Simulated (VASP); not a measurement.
Set up this calculation in VASP 6.6.1, as the native input.

| Quantity | Value |
| --- | --- |
| Task | single point |
| Functional | PBE |
| Potentials or basis | VASP PAW PBE potentials, release 64 (Si, W_sv) |
| Cutoff | 520 eV |
| k mesh | 20 × 20 × 20 |
| Occupations | fermi-dirac, width 0.05 eV |
| Spin | no spin polarisation |
| Dipole correction | no |
| Further INCAR settings | ALGO = Normal; EDIFF = 1e-06; NBANDS = 18 |

The structure of Si2W lies in POSCAR:

```
Si2W
1.0
   -1.6069000000      1.6069000000      3.9149500000
    1.6069000000     -1.6069000000      3.9149500000
    1.6069000000      1.6069000000     -3.9149500000
Si W
2 1
Direct
    0.3343886318      0.3343886318      0.0000000000
    0.6656113682      0.6656113682      0.0000000000
    0.0000000000      0.0000000000      0.0000000000
```

These files were run (other wordings do the same):

INCAR

```
PREC = Accurate ; ENCUT = 520
EDIFF = 1E-6 ; ISMEAR = -1
SIGMA = 0.05 ; LREAL = F
LASPH = T ; NELM = 80
ALGO = Normal ; ISIF = 2
LWAVE = F ; LCHARG = F
GGA = PE ; NBANDS = 18
```

KPOINTS

```
regular mesh
0
Gamma
  20 20 20
```

Potentials or basis: VASP PAW PBE potentials, release 64 (Si, W_sv).

Run with:

```console
$ cat potpaw_PBE.64/Si/POTCAR potpaw_PBE.64/W_sv/POTCAR > POTCAR
$ mpirun -np 1 vasp_std > vasp.out
```

It gave:

```json
{
  "Pressure": "3.3 GPa",
  "Largest force": "0.011 eV/Å",
  "Band gap on the k mesh": "zero (bands 11 and 12 overlap by 1.31 eV)"
}
```

Caveat: the cell stands under pressure; spin-orbit coupling is left out, which moves the levels of the heavy elements.

Run time: 4.6 min on 1 thread of AMD EPYC 9R45 96-Core Processor (Zen 5), with other jobs on the host, peak memory 0.52 GiB.
